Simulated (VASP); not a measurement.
Write the native input for VASP 6.6.1 that does the following.

```
Task                   : single point
Functional             : LDA
Potentials or basis    : VASP PAW LDA potentials, release 64 (Pb_d, Se)
Cutoff                 : 520 eV
k mesh                 : 10 × 10 × 10
Occupations            : gaussian, width 0.03 eV
Spin                   : no spin polarisation
Dipole correction      : no
Further INCAR settings : ALGO = Normal; EDIFF = 1e-06; NBANDS = 17
```

The structure of PbSe lies in POSCAR:

```
PbSe
1.0
    0.0000000000      3.5349939539      2.2977460700
    3.5349939539      0.0000000000      2.2977460700
    3.5349939539      3.5349939539      0.0000000000
Pb Se
1 1
Direct
    0.0000000000      0.0000000000      0.0000000000
    0.5000000000      0.5000000000      0.5000000000
```

This cell differs from its parent crystal: ratio of the length along z to the lengths across it x 0.65, volume and fractional coordinates fixed.

These files were run (other wordings do the same):

INCAR

```
ALGO = Normal
EDIFF = 1E-6
ENCUT = 520
ISIF = 2
ISMEAR = 0
LASPH = True
LCHARG = True
LELF = True
LREAL = False
LVHAR = True
LWAVE = False
NBANDS = 17
NELM = 80
PREC = Accurate
SIGMA = 0.03
```

KPOINTS

```
k-points
0
Gamma
  10 10 10
```

Potentials or basis: VASP PAW LDA potentials, release 64 (Pb_d, Se).

Launch:

```bash
$ cat potpaw_LDA.64/Pb_d/POTCAR potpaw_LDA.64/Se/POTCAR > POTCAR
$ mpirun -np 1 vasp_std > vasp.out
```

Results of the run:

```json
{
  "Pressure": "24.1 GPa",
  "Band gap on the k mesh": "zero (bands 10 and 11 overlap by 1.46 eV)"
}
```

Caveat: the cell stands under pressure; spin-orbit coupling is left out, which moves the levels of the heavy elements.

It took 36 s on 1 thread of Intel(R) Xeon(R) 6975P-C (Granite Rapids), on a shared host, peak memory 0.24 GiB.
